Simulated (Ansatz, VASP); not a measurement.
**Two plane-wave programs on Pb**

```xyz
1
Lattice="0.0000 2.4670 2.4670 2.4670 0.0000 2.4670 2.4670 2.4670 0.0000" Properties=species:S:1:pos:R:3 pbc="T T T"
Pb    0.0000    0.0000    0.0000
```

Alike in both runs: task single point; functional PBEsol; k mesh 14 × 14 × 14; occupations gaussian, width 0.05 eV; no spin polarisation.

```csv
,VASP,Ansatz
version,VASP 6.6.1,Ansatz 0.2.0
potentials or method,"VASP PAW PBE potentials, release 64 (Pb_d), cutoff 520 eV","scalar-relativistic, plane waves, PAW"
valence electrons in the cell,14,14
```

Ansatz gave:

```
pressure (GPa) : 0.0
```

Q: Estimate VASP's values.

A: Pressure (GPa): -0.1.

VASP's potentials were made for PBE, not for PBEsol.

Spin-orbit coupling is off throughout.
